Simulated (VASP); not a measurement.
Ga4SbAs, 6 atoms in the cell. The structure is hexagonal, space group P-6m2 (No. 187). The conventional cell has a = 5.839 Å, b = 5.839 Å, c = 4.529 Å, α = 90.00°, β = 90.00°, γ = 120.00°. Within 3.7 Å of Ga (site symmetry -6m2) lie 6 Ga at 2.80 Å and 3 As at 3.37 Å and 3 Sb at 3.37 Å. Ga (site symmetry mm2) has 6 Ga at 2.80 to 2.97 Å and 2 Sb at 2.84 Å and 4 As at 3.69 Å within 3.7 Å. Within 3.7 Å of Sb (site symmetry -6m2) lie 9 Ga at 2.84 to 3.37 Å and 3 As at 3.37 Å. Within 4.6 Å of As (site symmetry -6m2) lie 15 Ga at 3.37 to 3.69 Å and 3 Sb at 3.37 Å and 2 As at 4.53 Å. The cell was built from a structure type or drawn by symmetry, and may not be a known phase.

| Item | Value |
| --- | --- |
| Program | VASP 6.6.1 |
| Task | single point |
| Functional | PBE |
| Potentials or basis | VASP PAW PBE potentials, release 64 (Ga_d, Sb, As) |
| Cutoff | 520 eV |
| k mesh | 3 × 3 × 4 |
| Occupations | gaussian, width 0.1 eV |
| Spin | no spin polarisation |
| Dipole correction | no |
| Further INCAR settings | ALGO = Normal; EDIFF = 1e-06; NBANDS = 40 |

Potentials or basis: VASP PAW PBE potentials, release 64 (Ga_d, Sb, As).

The run is started by

```bash
$ cat potpaw_PBE.64/Ga_d/POTCAR potpaw_PBE.64/Sb/POTCAR potpaw_PBE.64/As/POTCAR > POTCAR
$ mpirun -np 1 vasp_std > vasp.out
```

Hardware: 1 thread of Intel(R) Xeon(R) Platinum 8559C (Emerald Rapids), with other jobs on the host.

Q: How long does it take, and how much memory?

A: It took 33 s on 1 thread of Intel(R) Xeon(R) Platinum 8559C (Emerald Rapids), with other jobs on the host, peak memory 0.29 GiB. Counts: scf iterations 13, k points 9.
